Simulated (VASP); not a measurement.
SrO:

```xyz
2
Lattice="0.0000 2.5799 2.5799 2.5799 0.0000 2.5799 2.5799 2.5799 0.0000" Properties=species:S:1:pos:R:3 pbc="T T T"
Sr    2.5799    2.5799    2.5799
O     0.0000    0.0000    0.0000
```

Base run:

* Program: VASP 6.6.1
* Functional: r2SCAN
* Potentials or basis: VASP PAW PBE potentials, release 64 (Sr_sv, O)
* Cutoff: 520 eV
* k mesh: 6 × 6 × 6
* Occupations: gaussian, width 0.01 eV
* Spin: no spin polarisation

Its results: band gap on the k mesh 3.75 eV (least direct gap 3.84 eV); pressure 0.5 GPa.

Q: The run is repeated on the same cell with these changes: functional from r2SCAN to PBE-based screened hybrid with 50 % exact exchange; k mesh from 6 × 6 × 6 to 4 × 4 × 4. What comes out?

A: Band gap on the k mesh 5.81 eV (least direct gap 5.91 eV); pressure -1.7 GPa.

Several settings changed at once.

Caveats: some runs use coarse meshes; the PAW data sets were made with another functional, which shifts forces and pressure a little.

A k mesh can miss the band edges.
